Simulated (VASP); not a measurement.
# CaMg7O8 in VASP: a series of runs

CaMg7O8 is run at these levels: r2SCAN, PBEsol; tasks: single point.

Program: VASP 6.6.1. These are calculated values, not measurements. Logs are shortened: lines on timing, memory, paths and dates and some standing lists are left out, and cuts for length are marked.

**1. The cell of the first run**

The typed cell holds 64 atoms: a = 8.617 Å, b = 8.617 Å, c = 8.617 Å, α = 90.00°, β = 90.00°, γ = 90.00°.

**2. Single point, r2SCAN**

File POSCAR:

```
CaMg7O8
1.0
    8.6165420000      0.0000000000      0.0000000000
    0.0000000000      8.6165420000      0.0000000000
    0.0000000000      0.0000000000      8.6165420000
O Mg Ca
32 28 4
Direct
    0.2496840000      0.0002270000      0.9857480000
    0.2496300000      0.0001700000      0.5144090000
    0.2496760000      0.5002210000      0.9857490000
    0.2496340000      0.5001740000      0.5144110000
    0.7496810000      0.0002210000      0.9857510000
    0.7496300000      0.0001730000      0.5144120000
    0.7496880000      0.5002230000      0.9857520000
    0.7496240000      0.5001710000      0.5144120000
    0.9996910000      0.2502210000      0.9994590000
    0.9996200000      0.2501730000      0.5006990000
    0.9996810000      0.7502230000      0.9994560000
    0.9996310000      0.7501730000      0.5007010000
    0.4996710000      0.2502160000      0.9994540000
    0.4996420000      0.2501810000      0.5006990000
    0.4996800000      0.7502270000      0.9994540000
    0.4996320000      0.7501680000      0.5006960000
    0.9996560000      0.0001940000      0.2500800000
    0.9996570000      0.0001990000      0.7500800000
    0.9996560000      0.5002000000      0.2500840000
    0.9996540000      0.5001980000      0.7500760000
    0.4996560000      0.0002020000      0.2500880000
    0.4996550000      0.0001980000      0.7500750000
    0.4996560000      0.5001980000      0.2500460000
    0.4996560000      0.5001990000      0.7500850000
    0.2496560000      0.2501980000      0.2501030000
    0.2496550000      0.2501980000      0.7500710000
    0.2496570000      0.7501980000      0.2500710000
    0.2496560000      0.7501960000      0.7500790000
    0.7496560000      0.2501980000      0.2500510000
    0.7496570000      0.2501970000      0.7500860000
    0.7496540000      0.7501980000      0.2500720000
    0.7496560000      0.7501980000      0.7500790000
    0.9996480000      0.0002010000      0.9938770000
    0.9996640000      0.0001930000      0.5062810000
    0.9996470000      0.5002050000      0.9938760000
    0.9996650000      0.5001930000      0.5062880000
    0.4996560000      0.0002060000      0.9938740000
    0.4996530000      0.0001920000      0.5062810000
    0.4996580000      0.5002040000      0.9938910000
    0.4996550000      0.5001920000      0.5063020000
    0.2496590000      0.2501970000      0.9938660000
    0.2496500000      0.2501990000      0.5062780000
    0.2496600000      0.7501930000      0.9938780000
    0.2496510000      0.7502020000      0.5062880000
    0.7496610000      0.2502010000      0.9938900000
    0.7496510000      0.2501970000      0.5062960000
    0.7496590000      0.7501950000      0.9938830000
    0.7496480000      0.7502060000      0.5062910000
    0.2496570000      0.0002000000      0.7500810000
    0.2496570000      0.5001950000      0.7500840000
    0.7496550000      0.0001960000      0.7500820000
    0.7496590000      0.5002000000      0.7500850000
    0.9996560000      0.2501990000      0.2500790000
    0.9996540000      0.2501920000      0.7500820000
    0.9996580000      0.7501980000      0.2500780000
    0.9996570000      0.7501990000      0.7500820000
    0.4996560000      0.2501970000      0.2500790000
    0.4996600000      0.2501980000      0.7500860000
    0.4996540000      0.7501930000      0.2500800000
    0.4996550000      0.7501970000      0.7500880000
    0.2496570000      0.0001980000      0.2500700000
    0.2496550000      0.5001970000      0.2500830000
    0.7496550000      0.0001980000      0.2500880000
    0.7496580000      0.5001990000      0.2501000000
```

File INCAR.step1:

```
SYSTEM = CaMg7O8
PREC = Accurate
ENCUT = 520
ISMEAR = -1
SIGMA = 0.05
LREAL = Auto
LASPH = .TRUE.
NELM = 100
NBANDS = 182
GGA = PE
ALGO = Normal
EDIFF = 1E-4
LWAVE = .TRUE.
LCHARG = .FALSE.
```

File INCAR.step2:

```
SYSTEM = CaMg7O8
PREC = Accurate
ENCUT = 520
EDIFF = 1E-6
ISMEAR = -1
SIGMA = 0.05
LREAL = Auto
LASPH = .TRUE.
NELM = 100
ALGO = Normal
ISIF = 2
LWAVE = .FALSE.
LCHARG = .FALSE.
METAGGA = R2SCAN
LMIXTAU = .TRUE.
NBANDS = 182
ISTART = 1
```

File KPOINTS:

```
regular mesh
0
G
  1 1 1
  0 0 0
```

Potentials or basis: VASP PAW PBE potentials, release 64 (O, Mg, Ca_sv).

The run is started by

```
cat potpaw_PBE.64/O/POTCAR potpaw_PBE.64/Mg/POTCAR potpaw_PBE.64/Ca_sv/POTCAR > POTCAR
cp INCAR.step1 INCAR
mpirun -np 1 vasp_gam > vasp.out
cp INCAR.step2 INCAR
mpirun -np 1 vasp_gam > vasp.out
```

OUTCAR:

```text
SYSTEM = CaMg7O8
   PREC = Accurate
   ENCUT = 520
   EDIFF = 1E-6
   ISMEAR = -1
   LREAL = Auto
   LASPH = .TRUE.
   NELM = 100
   ISIF = 2
   METAGGA = R2SCAN
   ISTART = 1

 ion  position               nearest neighbor table
   1  0.250  0.000  0.986-  49 2.03  41 2.16  37 2.16  43 2.16  33 2.16  61 2.28
   2  0.250  0.000  0.514-  49 2.03  34 2.15  44 2.15  38 2.16  42 2.16  61 2.28
   3  0.250  0.500  0.986-  50 2.03  43 2.16  39 2.16  41 2.16  35 2.16  62 2.28
   4  0.250  0.500  0.514-  50 2.03  36 2.16  42 2.16  40 2.16  44 2.16  62 2.28
   5  0.750  0.000  0.986-  51 2.03  33 2.15  45 2.16  37 2.16  47 2.16  63 2.28
   6  0.750  0.000  0.514-  51 2.03  48 2.15  38 2.16  46 2.16  34 2.16  63 2.28
[... 76 lines left out ...]
  58  0.500  0.250  0.750-  13 2.15  14 2.15  30 2.15  22 2.15  24 2.15  26 2.15  40 3.01  37 3.01
                            46 3.01  41 3.01  45 3.01  39 3.01  38 3.01  42 3.01  51 3.05  50 3.05
  59  0.500  0.750  0.250-  23 2.15  27 2.15  31 2.15  21 2.15  16 2.16  15 2.16  62 3.05  64 3.05
                            61 3.05  63 3.05  39 3.08  43 3.08  38 3.08  47 3.08  48 3.08  44 3.08
  60  0.500  0.750  0.750-  15 2.15  16 2.15  24 2.15  28 2.15  32 2.15  22 2.15  43 3.01  48 3.01
                            40 3.01  37 3.01  39 3.01  47 3.01  38 3.01  44 3.01  51 3.05  50 3.05
  61  0.250  0.000  0.250-  21 2.15  27 2.15  25 2.15  17 2.15   1 2.28   2 2.28  57 3.05  55 3.05
                            53 3.05  59 3.05  37 3.08  43 3.08  33 3.08  41 3.08  34 3.08  38 3.08
  62  0.250  0.500  0.250-  19 2.15  25 2.15  27 2.15  23 2.15   4 2.28   3 2.28  59 3.05  53 3.05
                            55 3.05  57 3.05  42 3.08  39 3.08  36 3.08  43 3.08  44 3.08  35 3.08
  63  0.750  0.000  0.250-  21 2.15  31 2.15  29 2.15  17 2.15   6 2.28   5 2.28  57 3.05  53 3.05
                            55 3.05  59 3.05  38 3.08  48 3.08  45 3.08  34 3.08  33 3.08  46 3.08
  64  0.750  0.500  0.250-  19 2.15  31 2.15  29 2.15  23 2.15   8 2.28   7 2.28  53 3.05  59 3.05
                            55 3.05  57 3.05  36 3.08  48 3.08  46 3.08  40 3.08  45 3.08  39 3.08

  LATTYP: Found a simple cubic cell.
 ALAT       =     8.6165420000

  Lattice vectors:

 A1 = (   8.6165420000,   0.0000000000,   0.0000000000)
 A2 = (   0.0000000000,   8.6165420000,   0.0000000000)
 A3 = (   0.0000000000,   0.0000000000,   8.6165420000)

Analysis of symmetry for initial positions (statically):
=====================================================================
 Subroutine PRICEL returns:
 Original cell was already a primitive cell.

 Routine SETGRP: Setting up the symmetry group for a
 simple cubic supercell.

 Subroutine GETGRP returns: Found  1 space group operations
 (whereof  1 operations were pure point group operations)
 out of a pool of 48 trial point group operations.

The static configuration has the point symmetry C_1 .

Analysis of symmetry for dynamics (positions and initial velocities):
=====================================================================
 Subroutine PRICEL returns:
 Original cell was already a primitive cell.

 Routine SETGRP: Setting up the symmetry group for a
 simple cubic supercell.

 Subroutine GETGRP returns: Found  1 space group operations
 (whereof  1 operations were pure point group operations)
 out of a pool of 48 trial point group operations.

The dynamic configuration has the point symmetry C_1 .

 Subroutine INISYM returns: Found  1 space group operations
 (whereof  1 operations are pure point group operations),
 and found     1 'primitive' translations

----------------------------------------------------------------------------------------

                                     Primitive cell

  volume of cell :     639.7334

  direct lattice vectors                    reciprocal lattice vectors
     8.616542000  0.000000000  0.000000000     0.116055838  0.000000000  0.000000000
     0.000000000  8.616542000  0.000000000     0.000000000  0.116055838  0.000000000
     0.000000000  0.000000000  8.616542000     0.000000000  0.000000000  0.116055838

  length of vectors
     8.616542000  8.616542000  8.616542000     0.116055838  0.116055838  0.116055838

  position of ions in fractional coordinates (direct lattice)
     0.249684000  0.000227000  0.985748000
     0.249630000  0.000170000  0.514409000
     0.249676000  0.500221000  0.985749000
[... 143 lines left out ...]

  Length of vectors
     0.116055838  0.116055838  0.116055838

  Shift w.r.t. Gamma in fractional coordinates (k-lattice)
     0.000000000  0.000000000  0.000000000

 Subroutine IBZKPT returns following result:
 ===========================================

 Found      1 irreducible k-points:

 Following reciprocal coordinates:
            Coordinates               Weight
  0.000000  0.000000  0.000000      1.000000
   k-points           NKPTS =      1   k-points in BZ     NKDIM =      1   number of bands    NBANDS=    182
   number of dos      NEDOS =    301   number of ions     NIONS =     64
   total plane-waves  NPLWV = 262144
   dimension x,y,z NGX =    64 NGY =   64 NGZ =   64
   dimension x,y,z NGXF=   128 NGYF=  128 NGZF=  128
   ions per type =              32  28   4
   NGX,Y,Z   is equivalent  to a cutoff of  12.35, 12.35, 12.35 a.u.
   NGXF,Y,Z  is equivalent  to a cutoff of  24.70, 24.70, 24.70 a.u.
 SYSTEM =  CaMg7O8
   PREC   = accura    normal or accurate (medium, high low for compatibility)
   ISTART =      1    job   : 0-new  1-cont  2-samecut
   ICHARG =      0    charge: 1-file 2-atom 10-const
   ISPIN  =      1    spin polarized calculation?
   LNONCOLLINEAR =      F non collinear calculations
   LSORBIT =      F    spin-orbit coupling
   LASPH  =      T    aspherical Exc in radial PAW
   ENCUT  =  520.0 eV  38.22 Ry    6.18 a.u.  16.02 16.02 16.02*2*pi/ulx,y,z
   NELM   =    100;   NELMIN=  2; NELMDL=  0     # of ELM steps
   EDIFF  = 0.1E-05   stopping-criterion for ELM
   LREAL  =      T    real-space projection
   EDIFFG = 0.1E-04   stopping-criterion for IOM
   NSW    =      0    number of steps for IOM
   IBRION =     -1    ionic relax: 0-MD 1-quasi-New 2-CG
   NFREE  =      0    steps in history (QN), initial steepest desc. (CG)
   ISIF   =      2    stress and relaxation
   ISYM   =      2    0-nonsym 1-usesym 2-fastsym
   POTIM  = 0.5000    time-step for ionic-motion
   TEBEG  =    0.0;   TEEND  =   0.0 temperature during run
   PSTRESS=    0.0 pullay stress
   NELECT =     288.0000    total number of electrons
   NUPDOWN=      -1.0000    fix difference up-down
   EMIN   =  10.00;   EMAX   =-10.00  energy-range for DOS
   EFERMI =   0.00;   METHOD = LEGACY
   ISMEAR =    -1;   SIGMA  =   0.05  broadening in eV -4-tet -1-fermi 0-gaus
   EFERMI_NEDOS =   21; number of points for ismear=-14 and -15
   IALGO  =     38    algorithm
   IMIX   =      4    mixing-type and parameters
     AMIX     =   0.40;   BMIX     =  1.00
     AMIX_MAG =   1.60;   BMIX_MAG =  1.00
  volume/ion in A,a.u.               =      10.00        67.46
  Fermi-wavevector in a.u.,A,eV,Ry     =   1.254698  2.371036 21.419215  1.574268
  Thomas-Fermi vector in A             =   2.388491
   LORBIT       =      0    0 simple, 1 ext, 2 COOP (PROOUT), +10 PAW based schemes
   METAGGA = R2SCAN    functional components
   LHFCALC =     F    Hartree Fock is set to
   AEXX    =    0.0000 exact exchange contribution
   IVDW    =     0    specifies the selected vdW correction
   LEPSILON=     F    determine dielectric tensor
   LRPA    =     F    only Hartree local field effects (RPA)
 non-spin polarized calculation
  energy-cutoff  :      520.00
  volume of cell :      639.73
 maximum number of plane-waves:      8539
   NGX = 33   NGY = 33   NGZ = 33

 number of electron     287.9999770 magnetization

 Free energy of the ion-electron system (eV)
  ---------------------------------------------------
  ext. energy  EPLUGINS =         0.00000000
  ---------------------------------------------------
  free energy    TOTEN  =      -523.80428137 eV

  energy without entropy =     -523.80428137  energy(sigma->0) =     -523.80428137

 E-fermi :   4.1816     XC(G=0): -11.4600

 val. band max:        2.8748800475   @ k =   0.0000   0.0000   0.0000
 cond. band min:       7.6906824521   @ k =   0.0000   0.0000   0.0000
 fundamental gap:      4.8158024046
 Fermi energy:         4.1816232711

 k-point     1 :       0.0000    0.0000    0.0000
  band No.  band energies     occupation
      1     -34.7979      2.00000
      2     -34.7898      2.00000
      3     -34.7898      2.00000
      4     -34.7821      2.00000
      5     -16.5967      2.00000
      6     -16.5967      2.00000
[... 148 lines left out ...]
    155      11.0904      0.00000
    156      11.0904      0.00000
 [bands above 156 left out]

------------------------ aborting loop because EDIFF is reached ----------------------------------------

  FORCE on cell =-STRESS in cart. coord.  units (eV):
  Direction    XX          YY          ZZ          XY          YZ          ZX
  --------------------------------------------------------------------------------------
  -------------------------------------------------------------------------------------
  Total        0.6585718      0.6386001     -9.6605800     -0.0128533      0.0018468     -0.0141284
  in kB        1.6493570      1.5993389    -24.1943944     -0.0321903      0.0046252     -0.0353839
  external PRESSURE =      -6.9818995 kB  Pullay stress =       0.0000000 kB

 VOLUME and BASIS-vectors are now :
 -----------------------------------------------------------------------------
  energy-cutoff  :      520.00
  volume of cell :      639.73
      direct lattice vectors                 reciprocal lattice vectors
     8.616542000  0.000000000  0.000000000     0.116055838  0.000000000  0.000000000
     0.000000000  8.616542000  0.000000000     0.000000000  0.116055838  0.000000000
     0.000000000  0.000000000  8.616542000     0.000000000  0.000000000  0.116055838

 POSITION                                       TOTAL-FORCE (eV/Angst)
 -----------------------------------------------------------------------------------
      2.15141      0.00196      8.49374        -0.000314     -0.001779     -0.157909
      2.15095      0.00146      4.43243         0.002899      0.000140      0.159140
      2.15134      4.31018      8.49375        -0.000368     -0.001999     -0.158337
      2.15098      4.30977      4.43244         0.002791      0.000015      0.159366
      6.45966      0.00190      8.49376        -0.000089     -0.001468     -0.157745
      6.45922      0.00149      4.43245         0.002868      0.000035      0.159290
[... 56 lines left out ...]
      6.45943      0.00171      2.15489        -0.000241      0.000239     -0.000740
      6.45946      4.30999      2.15500        -0.000681      0.000193     -0.001014
 -----------------------------------------------------------------------------------
    total drift:                                0.065695     -0.044910     -0.014926

  FREE ENERGIE OF THE ION-ELECTRON SYSTEM (eV)
  ---------------------------------------------------
  free  energy   TOTEN  =      -523.8042813744 eV

  energy  without entropy=     -523.8042813744  energy(sigma->0) =     -523.80428137
```

Wall time 20 min (1 thread of Intel Xeon Platinum 8175M at 2.50GHz (Skylake/Cascade Lake), shared host); peak memory 0.65 GiB.

What came out:

- Free energy: -523.8043 eV
- Pressure: -0.7 GPa
- Largest force: 0.160 eV/Å
- Band gap on the k mesh: 4.82 eV

Forces in eV/Å, atoms in the order of the input:
```
O    0.000 -0.002 -0.158
O    0.003  0.000  0.159
O    0.000 -0.002 -0.158
O    0.003  0.000  0.159
O    0.000 -0.001 -0.158
O    0.003  0.000  0.159
O    0.000 -0.001 -0.157
O    0.003  0.000  0.160
O   -0.001 -0.001  0.007
O    0.002  0.001 -0.007
O   -0.001 -0.001  0.008
O    0.002  0.001 -0.007
O   -0.001 -0.001  0.008
O    0.002  0.001 -0.007
O   -0.001 -0.002  0.008
O    0.002  0.001 -0.007
O    0.003 -0.001 -0.001
O    0.003 -0.002 -0.001
O    0.003 -0.002 -0.001
O    0.003 -0.002 -0.001
O    0.003 -0.002 -0.001
O    0.003 -0.002 -0.001
O    0.003 -0.002  0.000
O    0.003 -0.002 -0.001
O    0.003 -0.002 -0.002
O    0.003 -0.002  0.000
O    0.003 -0.002  0.000
O    0.003 -0.002 -0.001
O    0.003 -0.002  0.000
O    0.003 -0.002 -0.001
O    0.003 -0.002 -0.001
O    0.003 -0.002 -0.001
Mg   0.000  0.001 -0.034
Mg  -0.002  0.000  0.034
Mg   0.000  0.001 -0.034
Mg  -0.002  0.000  0.034
Mg  -0.001  0.001 -0.034
Mg  -0.002  0.001  0.034
Mg  -0.001  0.001 -0.035
Mg  -0.002  0.000  0.033
Mg  -0.001  0.001 -0.034
Mg  -0.001  0.000  0.034
Mg  -0.001  0.001 -0.034
Mg  -0.001  0.000  0.034
Mg  -0.001  0.001 -0.034
Mg  -0.001  0.000  0.034
Mg  -0.001  0.002 -0.034
Mg  -0.001  0.000  0.034
Mg  -0.003  0.001  0.000
Mg  -0.003  0.002  0.000
Mg  -0.003  0.002  0.001
Mg  -0.003  0.001  0.000
Mg  -0.004  0.002  0.001
Mg  -0.004  0.002  0.001
Mg  -0.004  0.002  0.001
Mg  -0.004  0.002  0.001
Mg  -0.004  0.002  0.001
Mg  -0.004  0.002  0.001
Mg  -0.004  0.002  0.000
Mg  -0.004  0.002  0.001
Ca   0.000  0.000  0.000
Ca   0.000  0.000 -0.001
Ca   0.000  0.000 -0.001
Ca  -0.001  0.000 -0.001
```

Stress tensor (GPa, compression positive):
```
 0.16  0.00  0.00
 0.00  0.16  0.00
 0.00  0.00 -2.42
```

Levels at points of the mesh, in eV from the valence-band top:
| k point | band 140 | band 141 | band 142 | band 143 | band 144 | band 145 | band 146 | band 147 | band 148 | band 149 |
| --- | --- | --- | --- | --- | --- | --- | --- | --- | --- | --- |
| (0.00, 0.00, 0.00) | -0.33 | -0.22 | -0.22 | 0.00 | 0.00 | 4.82 | 7.04 | 7.28 | 7.28 | 7.70 |

Caveat: the k points lie up to 0.73 Å⁻¹ apart; the PAW data sets were made with another functional, which shifts forces and pressure a little.

**3. Single point, PBEsol**

File INCAR:

```
SYSTEM = CaMg7O8
PREC = Accurate
ENCUT = 520
EDIFF = 1E-6
ISMEAR = -1
SIGMA = 0.05
LREAL = Auto
LASPH = .True.
NELM = 60
ALGO = Normal
ISIF = 2
LWAVE = .False.
LCHARG = .False.
GGA = PS
NBANDS = 182
ISYM = 0
```

File KPOINTS:

```
Automatic mesh
0
Gamma
  1 1 1
  0.25 0.25 0.25
```

Edit POSCAR of step 2 so:

```diff
@@ -2,5 +2,5 @@
 1.0
-    8.6165420000      0.0000000000      0.0000000000
-    0.0000000000      8.6165420000      0.0000000000
-    0.0000000000      0.0000000000      8.6165420000
+    8.6165420850      0.0000000000      0.0000000000
+    0.0000000000      8.6165420850      0.0000000000
+    0.0000000000      0.0000000000      8.6165420850
 O Mg Ca
```

Potentials or basis: VASP PAW PBE potentials, release 64 (O, Mg, Ca_sv).

The run is started by

```
cat potpaw_PBE.64/O/POTCAR potpaw_PBE.64/Mg/POTCAR potpaw_PBE.64/Ca_sv/POTCAR > POTCAR
mpirun -np 1 vasp_std > vasp.out
```

It took 20 min on 1 thread of Intel Xeon Platinum 8175M at 2.50GHz (Skylake/Cascade Lake), shared host; peak memory 0.75 GiB.

The run converged. Its results:

| Item | Value |
| --- | --- |
| Free energy | -399.4461 eV |
| Pressure | -0.3 GPa |
| Largest force | 0.046 eV/Å |
| Band gap on the k mesh | 5.07 eV |

Forces on the atoms (eV/Å):
```
O    0.000 -0.002 -0.044
O    0.003  0.000  0.045
O    0.000 -0.002 -0.044
O    0.003  0.000  0.045
O    0.000 -0.002 -0.044
O    0.003  0.000  0.045
O    0.000 -0.002 -0.043
O    0.003  0.000  0.046
O   -0.001 -0.001  0.009
O    0.002  0.001 -0.009
O   -0.001 -0.001  0.009
O    0.002  0.001 -0.009
O    0.000 -0.001  0.009
O    0.001  0.001 -0.009
O   -0.001 -0.001  0.009
O    0.001  0.001 -0.009
O    0.003 -0.001 -0.001
O    0.003 -0.002 -0.001
O    0.003 -0.002 -0.001
O    0.003 -0.002 -0.001
O    0.003 -0.002 -0.001
O    0.003 -0.002 -0.001
O    0.003 -0.002  0.001
O    0.003 -0.002 -0.001
O    0.003 -0.002 -0.002
O    0.003 -0.002 -0.001
O    0.003 -0.002  0.000
O    0.003 -0.001 -0.001
O    0.003 -0.001  0.000
O    0.003 -0.001 -0.001
O    0.003 -0.001 -0.001
O    0.003 -0.001 -0.001
Mg   0.000  0.001 -0.007
Mg  -0.002  0.000  0.007
Mg   0.000  0.000 -0.007
Mg  -0.002  0.000  0.007
Mg   0.000  0.000 -0.007
Mg  -0.001  0.000  0.007
Mg   0.000  0.000 -0.007
Mg  -0.001  0.000  0.006
Mg   0.000  0.001 -0.006
Mg  -0.001  0.000  0.007
Mg   0.000  0.001 -0.007
Mg  -0.001  0.000  0.006
Mg  -0.001  0.001 -0.007
Mg  -0.001  0.000  0.006
Mg  -0.001  0.001 -0.007
Mg  -0.001 -0.001  0.006
Mg  -0.004  0.002  0.001
Mg  -0.004  0.002  0.001
Mg  -0.004  0.002  0.001
Mg  -0.004  0.002  0.001
Mg  -0.004  0.002  0.001
Mg  -0.004  0.002  0.001
Mg  -0.004  0.002  0.001
Mg  -0.004  0.002  0.001
Mg  -0.004  0.002  0.001
Mg  -0.004  0.002  0.000
Mg  -0.003  0.002  0.000
Mg  -0.003  0.002  0.000
Ca  -0.001  0.001  0.000
Ca  -0.001  0.001  0.000
Ca  -0.001  0.000 -0.001
Ca  -0.001  0.000 -0.001
```

Stress tensor (GPa, compression positive):
```
 0.42  0.00  0.00
 0.00  0.41  0.00
 0.00  0.00 -1.65
```

Levels at points of the mesh, in eV from the valence-band top:
```csv
k point,band 142,band 143,band 144,band 145,band 146,band 147
"(0.25, 0.25, 0.25)",-0.20,-0.09,0.00,5.07,6.60,6.60
```

Caveat: the PAW data sets were made with another functional, which shifts forces and pressure a little; a shifted mesh leaves out Γ, where band edges can lie.
